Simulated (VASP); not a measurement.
Wanted: the native input for a VASP 6.6.1 run.

| Item | Value |
| --- | --- |
| Task | single point |
| Functional | r2SCAN |
| Potentials or basis | VASP PAW PBE potentials, release 64 (In_d, As) |
| Cutoff | 520 eV |
| k mesh | 10 × 10 × 10 |
| Occupations | gaussian, width 0.05 eV |
| Spin | no spin polarisation |
| Dipole correction | no |
| Further INCAR settings | ALGO = Normal; EDIFF = 1e-06; NBANDS = 16 |

Crystal: InAs.

```
In As
1.0
     0.00000    3.08041    3.08041
     3.08041    0.00000    3.08041
     3.08041    3.08041    0.00000
In As
1 1
Direct
  0.00000 0.00000 0.00000
  0.75000 0.75000 0.75000
```

One way to write it, as run:

POSCAR

```
InAs
1.0
    0.0000000000      3.0804149433      3.0804149433
    3.0804149433      0.0000000000      3.0804149433
    3.0804149433      3.0804149433      0.0000000000
In As
1 1
Direct
    0.0000000000      0.0000000000      0.0000000000
    0.7500000000      0.7500000000      0.7500000000
```

INCAR.step1

```
  PREC = Accurate
  ENCUT = 520
  ISMEAR = 0
  SIGMA = 0.05
  LREAL = F
  LASPH = T
  NELM = 100
  NBANDS = 16
  GGA = PE
  ALGO = Normal
  EDIFF = 1E-4
  LWAVE = T
  LCHARG = F
```

INCAR.step2

```
  PREC = Accurate
  ENCUT = 520
  EDIFF = 1E-6
  ISMEAR = 0
  SIGMA = 0.05
  LREAL = F
  LASPH = T
  NELM = 100
  ALGO = Normal
  ISIF = 2
  LWAVE = F
  LCHARG = F
  METAGGA = R2SCAN
  LMIXTAU = T
  NBANDS = 16
  ISTART = 1
```

KPOINTS

```
Automatic mesh
0
Gamma
  10 10 10
```

Potentials or basis: VASP PAW PBE potentials, release 64 (In_d, As).

Run with:

```bash
$ cat potpaw_PBE.64/In_d/POTCAR potpaw_PBE.64/As/POTCAR > POTCAR
$ cp INCAR.step1 INCAR
$ mpirun -np 1 vasp_std > vasp.out
$ cp INCAR.step2 INCAR
$ mpirun -np 1 vasp_std > vasp.out
```

It gave:

```json
{
 "Pressure": "-1.4 GPa",
 "Band gap on the k mesh": "zero (filled and empty bands touch)"
}
```

Caveat: semilocal functionals underestimate gaps, so a narrow gap can read as zero; the PAW data sets were made with another functional, which shifts forces and pressure a little; spin-orbit coupling is left out, which moves the levels of the heavy elements.

It took 3.4 min on 1 thread of Intel Xeon 8259CL (shared host), peak memory 0.21 GiB.
